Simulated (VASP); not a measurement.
# MgB2 (P6/mmm) in VASP: notebook

MgB2 is run at these levels: PBEsol+D3(BJ), PBEsol+D4; tasks: single point, relaxation of cell and atoms.

Everything below comes from runs of VASP 6.6.1. Logs are shortened: lines on timing, memory, paths and dates and some standing lists are left out, and cuts for length are marked.

## (1) The cell of the first run

The structure is hexagonal, space group P6/mmm (No. 191). Conventional cell: a = 3.047 Å, b = 3.047 Å, c = 3.434 Å, α = 90.00°, β = 90.00°, γ = 120.00°. Mg (site symmetry 6/mmm) has 12 B at 2.46 Å and 6 Mg at 3.05 Å within 3.2 Å. Within 2.3 Å of B (site symmetry -6m2) lie 3 B at 1.76 Å.

## (2) Single point, PBEsol+D3(BJ)

Contents of INCAR:

```
SYSTEM = MgB2
PREC = Accurate
ENCUT = 520
EDIFF = 1E-6
ISMEAR = -1
SIGMA = 0.05
LREAL = .False.
LASPH = .True.
NELM = 100
ALGO = Normal
ISIF = 2
LWAVE = .False.
LCHARG = .False.
GGA = PS
IVDW = 12
NBANDS = 11
```

Contents of KPOINTS:

```
Automatic mesh
0
Gamma
  10 10 8
  0 0 0
```

Contents of POSCAR:

```
MgB2
1.0
    3.0471884162      0.0000000000      0.0000000000
   -1.5235942081      2.6389425785      0.0000000000
    0.0000000000      0.0000000000      3.4342509424
Mg B
1 2
Direct
    0.0000000000      0.0000000000      0.0000000000
    0.6666666667      0.3333333333      0.5000000000
    0.3333333333      0.6666666667      0.5000000000
```

Potentials or basis: VASP PAW PBE potentials, release 64 (Mg, B).

Launch:

```console
$ cat potpaw_PBE.64/Mg/POTCAR potpaw_PBE.64/B/POTCAR > POTCAR
$ mpirun -np 1 vasp_std > vasp.out
```

OUTCAR:

```text
SYSTEM = MgB2
   PREC = Accurate
   ENCUT = 520
   EDIFF = 1E-6
   ISMEAR = -1
   LREAL = .False.
   LASPH = .True.
   NELM = 100
   ISIF = 2
   GGA = PS
   IVDW = 12
 IVDW          = 12

 ion  position               nearest neighbor table
   1  0.000  0.000  0.000-   2 2.46   3 2.46   2 2.46   3 2.46   3 2.46   3 2.46   2 2.46   2 2.46
                             2 2.46   2 2.46   3 2.46   3 2.46
   2  0.667  0.333  0.500-   3 1.76   3 1.76   3 1.76   1 2.46   1 2.46   1 2.46   1 2.46   1 2.46
                             1 2.46
   3  0.333  0.667  0.500-   2 1.76   2 1.76   2 1.76   1 2.46   1 2.46   1 2.46   1 2.46   1 2.46
                             1 2.46

  LATTYP: Found a hexagonal cell.
 ALAT       =     3.0471884162
 C/A-ratio  =     1.1270228399

  Lattice vectors:

 A1 = (   3.0471884162,   0.0000000000,   0.0000000000)
 A2 = (  -1.5235942081,   2.6389425785,   0.0000000000)
 A3 = (   0.0000000000,   0.0000000000,   3.4342509424)

Analysis of symmetry for initial positions (statically):
=====================================================================
 Subroutine PRICEL returns:
 Original cell was already a primitive cell.

 Routine SETGRP: Setting up the symmetry group for a
 hexagonal supercell.

 Subroutine GETGRP returns: Found 24 space group operations
 (whereof 24 operations were pure point group operations)
 out of a pool of 24 trial point group operations.

The static configuration has the point symmetry D_6h.

Analysis of symmetry for dynamics (positions and initial velocities):
=====================================================================
 Subroutine PRICEL returns:
 Original cell was already a primitive cell.

 Routine SETGRP: Setting up the symmetry group for a
 hexagonal supercell.

 Subroutine GETGRP returns: Found 24 space group operations
 (whereof 24 operations were pure point group operations)
 out of a pool of 24 trial point group operations.

The dynamic configuration has the point symmetry D_6h.

 Subroutine INISYM returns: Found 24 space group operations
 (whereof 24 operations are pure point group operations),
 and found     1 'primitive' translations

----------------------------------------------------------------------------------------

                                     Primitive cell

  volume of cell :      27.6160

  direct lattice vectors                    reciprocal lattice vectors
     3.047188416  0.000000000  0.000000000     0.328171371  0.189469829  0.000000000
    -1.523594208  2.638942579  0.000000000     0.000000000  0.378939659  0.000000000
     0.000000000  0.000000000  3.434250942     0.000000000  0.000000000  0.291184313

  length of vectors
     3.047188416  3.047188416  3.434250942     0.378939659  0.378939659  0.291184313

  position of ions in fractional coordinates (direct lattice)
     0.000000000  0.000000000  0.000000000
     0.666666667  0.333333333  0.500000000
     0.333333333  0.666666667  0.500000000

  ion indices of the primitive-cell ions
   primitive index   ion index
                 1           1
                 2           2
                 3           3

----------------------------------------------------------------------------------------

 KPOINTS: Automatic mesh

Automatic generation of k-mesh.
 Grid dimensions read from file:
 generate k-points for:   10   10    8

 Generating k-lattice:

  Cartesian coordinates                     Fractional coordinates (reciprocal lattice)
     0.032817137  0.018946983  0.000000000     0.100000000  0.000000000  0.000000000
     0.000000000  0.037893966  0.000000000     0.000000000  0.100000000  0.000000000
     0.000000000  0.000000000  0.036398039     0.000000000  0.000000000  0.125000000

  Length of vectors
     0.037893966  0.037893966  0.036398039

  Shift w.r.t. Gamma in fractional coordinates (k-lattice)
     0.000000000  0.000000000  0.000000000

 Subroutine IBZKPT returns following result:
 ===========================================

 Found     70 irreducible k-points:

 Following reciprocal coordinates:
            Coordinates               Weight
  0.000000  0.000000  0.000000      1.000000
  0.100000  0.000000  0.000000      6.000000
  0.200000  0.000000  0.000000      6.000000
  0.300000  0.000000  0.000000      6.000000
  0.400000  0.000000  0.000000      6.000000
  0.500000  0.000000  0.000000      3.000000
[... 16 lines left out ...]
  0.300000  0.100000  0.125000     24.000000
  0.400000  0.100000  0.125000     24.000000
 [... further k-points ...]
   k-points           NKPTS =     70   k-points in BZ     NKDIM =     70   number of bands    NBANDS=     11
   number of dos      NEDOS =    301   number of ions     NIONS =      3
   total plane-waves  NPLWV =  16128
   dimension x,y,z NGX =    24 NGY =   24 NGZ =   28
   dimension x,y,z NGXF=    48 NGYF=   48 NGZF=   56
   ions per type =               1   2
   NGX,Y,Z   is equivalent  to a cutoff of  13.09, 13.09, 13.55 a.u.
   NGXF,Y,Z  is equivalent  to a cutoff of  26.19, 26.19, 27.11 a.u.
 SYSTEM =  MgB2
   PREC   = accura    normal or accurate (medium, high low for compatibility)
   ISTART =      0    job   : 0-new  1-cont  2-samecut
   ICHARG =      2    charge: 1-file 2-atom 10-const
   ISPIN  =      1    spin polarized calculation?
   LNONCOLLINEAR =      F non collinear calculations
   LSORBIT =      F    spin-orbit coupling
   LASPH  =      T    aspherical Exc in radial PAW
   ENCUT  =  520.0 eV  38.22 Ry    6.18 a.u.   5.67  5.67  6.39*2*pi/ulx,y,z
   NELM   =    100;   NELMIN=  2; NELMDL= -5     # of ELM steps
   EDIFF  = 0.1E-05   stopping-criterion for ELM
   LREAL  =      F    real-space projection
   EDIFFG = 0.1E-04   stopping-criterion for IOM
   NSW    =      0    number of steps for IOM
   IBRION =     -1    ionic relax: 0-MD 1-quasi-New 2-CG
   NFREE  =      0    steps in history (QN), initial steepest desc. (CG)
   ISIF   =      2    stress and relaxation
   ISYM   =      2    0-nonsym 1-usesym 2-fastsym
   POTIM  = 0.5000    time-step for ionic-motion
   TEBEG  =    0.0;   TEEND  =   0.0 temperature during run
   PSTRESS=    0.0 pullay stress
   NELECT =       8.0000    total number of electrons
   NUPDOWN=      -1.0000    fix difference up-down
   EMIN   =  10.00;   EMAX   =-10.00  energy-range for DOS
   EFERMI =   0.00;   METHOD = LEGACY
   ISMEAR =    -1;   SIGMA  =   0.05  broadening in eV -4-tet -1-fermi 0-gaus
   EFERMI_NEDOS =   21; number of points for ismear=-14 and -15
   IALGO  =     38    algorithm
   IMIX   =      4    mixing-type and parameters
     AMIX     =   0.40;   BMIX     =  1.00
     AMIX_MAG =   1.60;   BMIX_MAG =  1.00
  volume/ion in A,a.u.               =       9.21        62.12
  Fermi-wavevector in a.u.,A,eV,Ry     =   1.083223  2.046994 15.964686  1.173371
  Thomas-Fermi vector in A             =   2.219283
   LORBIT       =      0    0 simple, 1 ext, 2 COOP (PROOUT), +10 PAW based schemes
   GGA     = PS    functional components
   LHFCALC =     F    Hartree Fock is set to
   AEXX    =    0.0000 exact exchange contribution
   IVDW    =    12    specifies the selected vdW correction
   LEPSILON=     F    determine dielectric tensor
   LRPA    =     F    only Hartree local field effects (RPA)
 non-spin polarized calculation
  energy-cutoff  :      520.00
  volume of cell :       27.62
 maximum number of plane-waves:       763
 NGX is ok and might be reduce to    24
   NGX = 11   NGY = 11   NGZ = 13

 number of electron       8.0000000 magnetization

 Free energy of the ion-electron system (eV)
  ---------------------------------------------------
  ext. energy  EPLUGINS =         0.00000000
  ---------------------------------------------------
  free energy    TOTEN  =       -16.21291857 eV

  energy without entropy =      -16.20676555  energy(sigma->0) =      -16.20984206

 E-fermi :   5.6187     XC(G=0): -11.1962

 val. band max:        5.5933803757   @ k =   0.4000   0.2000   0.1250
 cond. band min:       5.6973485530   @ k =   0.3000   0.2000   0.0000
 fundamental gap:      0.1039681773
 Fermi energy:         5.6186505803

 k-point     1 :       0.0000    0.0000    0.0000
  band No.  band energies     occupation
      1      -7.1314      2.00000
      2       2.6661      2.00000
      3       5.9193      0.00489
      4       5.9193      0.00489
      5       7.5183      0.00000
      6      11.9317      0.00000
      7      11.9317      0.00000
      8      14.0046      0.00000
      9      15.8743      0.00000
     10      18.5114      0.00000
     11      22.1485      0.00000

 k-point     2 :       0.1000    0.0000    0.0000
  band No.  band energies     occupation
      1      -6.9537      2.00000
      2       2.8378      2.00000
      3       5.0468      1.99998
      4       5.5093      1.79802
      5       7.6638      0.00000
      6      11.8357      0.00000
      7      12.7034      0.00000
      8      14.3711      0.00000
      9      15.2433      0.00000
     10      19.3653      0.00000
     11      21.4525      0.00000

 k-point     3 :       0.2000    0.0000    0.0000
  band No.  band energies     occupation
      1      -6.4238      2.00000
      2       3.1478      2.00000
      3       3.3471      2.00000
      4       4.6965      2.00000
      5       8.1126      0.00000
      6      11.3675      0.00000
      7      13.6382      0.00000
      8      14.5794      0.00000
      9      15.0839      0.00000
     10      20.4830      0.00000
     11      20.6589      0.00000
[... 267 lines left out ...]
 k-point    23 :       0.3000    0.1000    0.1250
  band No.  band energies     occupation
      1      -4.7350      2.00000
      2       0.1884      2.00000
      3       2.9736      2.00000
      4       3.8777      2.00000
      5       9.3758      0.00000
      6      10.6792      0.00000
      7      11.9650      0.00000
      8      15.0905      0.00000
      9      16.4978      0.00000
     10      17.9254      0.00000
     11      20.3129      0.00000

 k-point    24 :       0.4000    0.1000    0.1250
  band No.  band energies     occupation
      1      -3.4195      2.00000
      2      -1.6562      2.00000
      3       2.6360      2.00000
      4       4.9316      2.00000
      5       7.8719      0.00000
      6      10.8758      0.00000
      7      12.3431      0.00000
      8      14.3371      0.00000
      9      16.1238      0.00000
     10      19.4930      0.00000
     11      20.3389      0.00000

 [... further k-points ...]

------------------------ aborting loop because EDIFF is reached ----------------------------------------

 Edisp (eV)   -0.74106

 E8    (eV) :    -0.4516

  FORCE on cell =-STRESS in cart. coord.  units (eV):
  Direction    XX          YY          ZZ          XY          YZ          ZX
  --------------------------------------------------------------------------------------
  -------------------------------------------------------------------------------------
  Total       0.02010     0.02010    -0.01981     0.00000    -0.00000     0.00000
  in kB       1.16614     1.16614    -1.14935     0.00000    -0.00000     0.00000
  external pressure =        0.39 kB  Pullay stress =        0.00 kB

 VOLUME and BASIS-vectors are now :
 -----------------------------------------------------------------------------
  energy-cutoff  :      520.00
  volume of cell :       27.62
      direct lattice vectors                 reciprocal lattice vectors
     3.047188416  0.000000000  0.000000000     0.328171371  0.189469829  0.000000000
    -1.523594208  2.638942579  0.000000000     0.000000000  0.378939659  0.000000000
     0.000000000  0.000000000  3.434250942     0.000000000  0.000000000  0.291184313

 POSITION                                       TOTAL-FORCE (eV/Angst)
 -----------------------------------------------------------------------------------
      0.00000      0.00000      0.00000        -0.000000      0.000000      0.000000
      1.52359      0.87965      1.71713        -0.000000      0.000000      0.000000
     -0.00000      1.75930      1.71713         0.000000     -0.000000      0.000000
 -----------------------------------------------------------------------------------
    total drift:                                0.000000     -0.000000      0.000000

  FREE ENERGIE OF THE ION-ELECTRON SYSTEM (eV)
  ---------------------------------------------------
  free  energy   TOTEN  =       -16.9539805860 eV

  energy  without entropy=      -16.9478275694  energy(sigma->0) =      -16.95090408
```

Run time: 8 s. Hardware: 1 thread of Intel Xeon 6975P-C (Granite Rapids), shared host; peak memory 0.17 GiB.

What came out:

```yaml
Free_energy: -16.9540 eV
Pressure: 0.0 GPa
Band_gap_on_the_k_mesh: zero (band 4 reaches 6.79 eV, above the bottom of band 5 at 4.11 eV)
Dispersion_energy_per_atom: -0.247 eV
```

Levels at points of the mesh, in eV from the Fermi level:
```csv
k point,band 2,band 3,band 4,band 5,band 6,band 7
"(0.00, 0.00, 0.00)",-2.95,0.30,0.30,1.90,6.31,6.31
"(0.50, 0.00, 0.00)",-8.11,-2.32,0.23,3.21,3.80,5.66
"(0.00, 0.00, 0.50)",-7.71,0.73,0.73,6.64,6.64,8.04
"(0.50, 0.00, 0.50)",-7.12,-3.78,-2.00,-1.43,5.88,9.04
```

Caveat: the PAW data sets were made with another functional, which shifts forces and pressure a little; pairwise dispersion overbinds metals, which lowers pressure and volume.

## (3) Single point, PBEsol+D4

This run uses another cell than the first one, of 9.32 Å³/atom, 1.012 times its volume.

Contents of INCAR:

```
PREC = Accurate
ENCUT = 520
EDIFF = 1E-6
ISMEAR = -1
SIGMA = 0.05
LREAL = False
LASPH = True
NELM = 100
ALGO = Normal
ISIF = 2
LWAVE = False
LCHARG = False
GGA = PS
IVDW = 13
NBANDS = 11
```

Contents of KPOINTS:

```
regular mesh
0
Gamma
  10 10 8
```

Contents of POSCAR:

```
MgB2
1.0
    3.0584725099      0.0000000000      0.0000000000
   -1.5292362550      2.6487148904      0.0000000000
    0.0000000000      0.0000000000      3.4506817119
Mg B
1 2
Direct
    0.0000000000      0.0000000000      0.0000000000
    0.6666666667      0.3333333333      0.5000000000
    0.3333333333      0.6666666667      0.5000000000
```

Potentials or basis: VASP PAW PBE potentials, release 64 (Mg, B).

Launch:

```console
$ cat potpaw_PBE.64/Mg/POTCAR potpaw_PBE.64/B/POTCAR > POTCAR
$ mpirun -np 1 vasp_std > vasp.out
```

It took 8.7 s on 1 thread of Intel Xeon 6975P-C (Granite Rapids), shared host; peak memory 0.15 GiB.

The run converged. Its results:

```
Free energy                : -16.6084 eV
Pressure                   : 0.0 GPa
Band gap on the k mesh     : zero (band 4 reaches 6.69 eV, above the bottom of band 5 at 4.05 eV)
Dispersion energy per atom : -0.129 eV
```

Stress tensor (GPa, compression positive):
```
 0.06  0.00  0.00
 0.00  0.06  0.00
 0.00  0.00 -0.17
```

Levels at points of the mesh, in eV from the Fermi level:
| k point | band 1 | band 2 | band 3 | band 4 | band 5 | band 6 | band 7 | band 8 | band 9 |
| --- | --- | --- | --- | --- | --- | --- | --- | --- | --- |
| (0.00, 0.00, 0.00) | -12.68 | -2.94 | 0.30 | 0.30 | 1.85 | 6.27 | 6.27 | 8.27 | 10.15 |
| (0.50, 0.00, 0.00) | -8.70 | -8.05 | -2.30 | 0.23 | 3.18 | 3.78 | 5.58 | 7.49 | 12.91 |
| (0.00, 0.00, 0.50) | -11.29 | -7.66 | 0.72 | 0.72 | 6.61 | 6.61 | 7.98 | 10.27 | 10.54 |
| (0.50, 0.00, 0.50) | -7.63 | -7.07 | -3.75 | -1.98 | -1.42 | 5.80 | 8.95 | 8.97 | 13.64 |

Caveat: the PAW data sets were made with another functional, which shifts forces and pressure a little; pairwise dispersion overbinds metals, which lowers pressure and volume.

(Part 1 of 2 ends here.)
